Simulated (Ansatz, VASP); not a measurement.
## One calculation of CdTe, two programs

The input INCAR:

```
SYSTEM = CdTe
PREC = Accurate
ENCUT = 520
EDIFF = 1E-6
ISMEAR = 0
SIGMA = 0.02
LREAL = .False.
LASPH = .True.
NELM = 100
ALGO = Normal
ISIF = 2
LWAVE = .False.
LCHARG = .False.
GGA = PE
NBANDS = 16
```

KPOINTS

```
Automatic mesh
0
Gamma
  8 8 8
  0 0 0
```

The input POSCAR:

```
CdTe
1.0
    0.0000000000      3.0892354000      3.0892354000
    3.0892354000      0.0000000000      3.0892354000
    3.0892354000      3.0892354000      0.0000000000
Cd Te
1 1
Direct
    0.0000000000      0.0000000000      0.0000000000
    0.7500000000      0.7500000000      0.7500000000
```

Input for Ansatz:

```yaml
crystal:
  lattice:
    - [0.0, 3.0892354, 3.0892354]
    - [3.0892354, 0.0, 3.0892354]
    - [3.0892354, 3.0892354, 0.0]
  atoms:
    - { symbol: Cd, position: [0.0, 0.0, 0.0] }
    - { symbol: Te, position: [0.75, 0.75, 0.75] }
basis:
  ecutwfc: 420
kpoints:
  mp_grid: { grid: [8, 8, 8] }
hamiltonian:
  xc: pbe
scf:
  occupations: { method: gaussian, width: 0.02 }
output:
  forces: true
  stress: true
  eigenvalues: true
  populations: true
```

Alike in both runs: task single point; functional PBE; k mesh 8 × 8 × 8; occupations gaussian, width 0.02 eV; no spin polarisation.

|  | VASP | Ansatz |
| --- | --- | --- |
| version | VASP 6.6.1 | Ansatz 0.2.0 |
| potentials or method | VASP PAW PBE potentials, release 64 (Cd, Te), cutoff 520 eV | scalar-relativistic, plane waves, PAW |
| valence electrons in the cell | 18 | 36 |

```csv
,VASP,Ansatz,Ansatz less VASP
gap on the k mesh at the Fermi level (eV),1.22,1.21,-0.006
least direct gap on the mesh (eV),1.22,1.21,-0.006
pressure (GPa),12.1,11.9,-0.25
```

VASP's potentials hold 18 valence electrons a cell and Ansatz's 36, so a difference there can come from the potentials and not from the codes.

Neither program's run includes spin-orbit coupling.
